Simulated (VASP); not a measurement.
Ge:

```
Ge
1.0
     3.99692    0.00000    0.00000
     0.00000    3.99692    0.00000
     0.00000    0.00000    5.46538
Ge
4
Direct
  0.00000 0.00000 0.50000
  0.50000 0.50000 0.50000
  0.00000 0.50000 0.68540
  0.50000 0.00000 0.31460
```

The cell was built from a structure type or drawn by symmetry, and may not be a known phase.

| Quantity | Value |
| --- | --- |
| Program | VASP 6.6.1 |
| Task | relaxation of cell and atoms |
| Functional | PBE |
| Potentials or basis | VASP PAW PBE potentials, release 64 (Ge_d) |
| Cutoff | 600 eV |
| k mesh | 4 × 4 × 4 |
| Occupations | gaussian, width 0.1 eV |
| Spin | no spin polarisation |

At the start: pressure 39.7 GPa; volume 21.83 Å³/atom.

Problem. How do energy, volume and symmetry change on relaxing?

Solution. Over 47 steps the energy falls by 1317.6 meV/atom and the volume is 20.72 Å³/atom (-5.1 %); space group P4/nmm (No. 129, to 0.1 Å) before and after.

Step by step:
| step | energy change (eV) | largest force (eV/Å) | pressure (GPa) | volume (Å³) |
| --- | --- | --- | --- | --- |
| 1 | 0.0000 | 6.6616 | 39.72 | 87.31 |
| 3 | -4.3151 | 0.2407 | -1.05 | 124.87 |
| 5 | -4.3197 | 0.3965 | -0.31 | 122.69 |
| 7 | -4.3806 | 0.4417 | -0.18 | 118.64 |
| 9 | -4.8473 | 0.9574 | 0.78 | 101.34 |
| 11 | -5.0654 | 0.4551 | 1.91 | 92.17 |
| 13 | -5.0713 | 0.3463 | 2.08 | 90.77 |
| 15 | -5.0855 | 0.0006 | 1.21 | 91.21 |
| 17 | -5.0970 | 0.0084 | -0.10 | 93.42 |
| 19 | -5.0970 | 0.0110 | -0.14 | 93.47 |
| 21 | -5.0979 | 0.0558 | -0.09 | 93.20 |
| 23 | -5.0980 | 0.0874 | 0.02 | 93.05 |
| 25 | -5.1002 | 0.1126 | 0.04 | 92.73 |
| 27 | -5.1185 | 0.1941 | -0.23 | 91.20 |
| 29 | -5.2029 | 0.4466 | 0.36 | 84.15 |
| 31 | -5.2037 | 0.4560 | 0.41 | 84.36 |
| 33 | -5.2046 | 0.4430 | 0.53 | 84.24 |
| 35 | -5.2040 | 0.3809 | 0.43 | 83.67 |
| 37 | -5.2060 | 0.4137 | 0.22 | 83.98 |
| 39 | -5.2139 | 0.3946 | 0.15 | 84.12 |
| 41 | -5.2394 | 0.2752 | -0.45 | 84.68 |
| 43 | -5.2641 | 0.0505 | -1.10 | 84.45 |
| 45 | -5.2699 | 0.0179 | -0.07 | 82.95 |
| 47 | -5.2703 | 0.0288 | -0.01 | 82.90 |

Final structure:
```cif
data_structure
_symmetry_space_group_name_H-M 'P 1'
_symmetry_Int_Tables_number 1
_cell_length_a 4.1579
_cell_length_b 4.1579
_cell_length_c 4.7952
_cell_angle_alpha 90.000
_cell_angle_beta 90.000
_cell_angle_gamma 90.000
_cell_volume 82.90
loop_
_atom_site_label
_atom_site_type_symbol
_atom_site_fract_x
_atom_site_fract_y
_atom_site_fract_z
_atom_site_occupancy
Ge1 Ge 0.00000 0.00000 0.50000 1
Ge2 Ge 0.50000 0.50000 0.50000 1
Ge3 Ge 0.00000 0.50000 0.88010 1
Ge4 Ge 0.50000 0.00000 0.11990 1
```

Caveat: the k points lie up to 0.38 Å⁻¹ apart in the final cell, too coarse for converged energies and pressures of a metal.
